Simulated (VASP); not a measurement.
Set up this calculation in VASP 6.6.1, as the native input.

```
Task                   : single point
Functional             : PBE
Potentials or basis    : VASP PAW PBE potentials, release 64 (Sn_d, O)
Cutoff                 : 520 eV
k mesh                 : 8 × 8 × 8
Occupations            : fermi-dirac, width 0.02 eV
Spin                   : non-collinear spin, zero start, spin-orbit coupling
Starting moments       : [[0.0, 0.0, 0.0], [0.0, 0.0, 0.0], [0.0, 0.0, 0.0]] μB
Dipole correction      : no
Further INCAR settings : ALGO = Normal; EDIFF = 1e-06; NBANDS = 39
```

The structure of SnO2 lies in POSCAR:

```
SnO2
1.0
    0.0000000000      2.5334667554      2.5334667554
    2.5334667554      0.0000000000      2.5334667554
    2.5334667554      2.5334667554      0.0000000000
Sn O
1 2
Direct
    0.0000000000      0.0000000000      0.0000000000
    0.2500000000      0.2500000000      0.2500000000
    0.7500000000      0.7500000000      0.7500000000
```

These files were run (other wordings do the same):

INCAR

```
SYSTEM = SnO2
PREC     = Accurate       ! precision mode
ENCUT    = 520            ! plane-wave cutoff, eV
EDIFF    = 1E-6           ! SCF threshold, eV
ISMEAR   = -1             ! smearing method
SIGMA    = 0.02           ! smearing width, eV
LREAL    = .FALSE.        ! projectors in reciprocal space
LASPH    = .TRUE.         ! aspherical terms in the spheres
NELM     = 150            ! most SCF steps
ALGO     = Normal         ! electronic algorithm
ISIF     = 2              ! what is computed and relaxed
LWAVE    = .FALSE.        ! write WAVECAR
LCHARG   = .FALSE.        ! write CHGCAR
MAGMOM   = 0 0 0 0 0 0 0 0 0 ! initial moments
LORBIT   = 11             ! projections on sites
LSORBIT  = .TRUE.         ! spin-orbit coupling
GGA_COMPAT= .FALSE.      
LORBMOM  = .TRUE.       
GGA      = PE             ! functional
NBANDS   = 39             ! bands
```

KPOINTS

```
Automatic mesh
0
G
  8 8 8
  0 0 0
```

Potentials or basis: VASP PAW PBE potentials, release 64 (Sn_d, O).

Command:

```console
$ cat potpaw_PBE.64/Sn_d/POTCAR potpaw_PBE.64/O/POTCAR > POTCAR
$ mpirun -np 1 vasp_ncl > vasp.out
```

Results of the run:

```
Pressure                                              : 10.0 GPa
Net moment                                            : 0.00 μB per cell
Valence electrons inside the program's atomic spheres : Sn 12.10; O 5.06
```

Caveat: the cell stands under pressure.

It took 73 s on 1 thread of Intel(R) Xeon(R) Platinum 8488C (Sapphire Rapids), on a shared host, peak memory 0.27 GiB.
